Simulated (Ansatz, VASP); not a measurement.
## One calculation of PbS, two programs

```xyz
2
Lattice="0.0000 3.0000 3.0000 3.0000 0.0000 3.0000 3.0000 3.0000 0.0000" Properties=species:S:1:pos:R:3 pbc="T T T"
Pb    0.0000    0.0000    0.0000
S     3.0000    3.0000    2.6400
```

Alike in both runs: task single point; functional PBE; k mesh 4 × 4 × 4; no spin polarisation.

|  | VASP | Ansatz |
| --- | --- | --- |
| version | VASP 6.6.1 | Ansatz 0.2 development build |
| potentials or method | VASP PAW PBE potentials, release 64 (Pb_d, S), cutoff 500 eV | all-electron full-potential LAPW, scalar-relativistic |
| occupations | fermi-dirac, width 0.1 eV | fermi-dirac |

VASP gave:

* pressure (GPa): 1.9
* traceless stress, the component that is largest in VASP (GPa): 3.52
* rms of the force components (eV/Å): 0.304

Problem. Which values does Ansatz return?

Solution. Pressure (GPa): 2.0; traceless stress, the component that is largest in VASP (GPa): 3.52; rms of the force components (eV/Å): 0.305.

Atom by atom the forces differ by 0.001 eV/Å (rms over components). Ansatz ran all-electron here, and VASP with PAW potentials.

The k mesh is coarse, so the values compare programs but aren't converged. Neither program's run includes spin-orbit coupling.
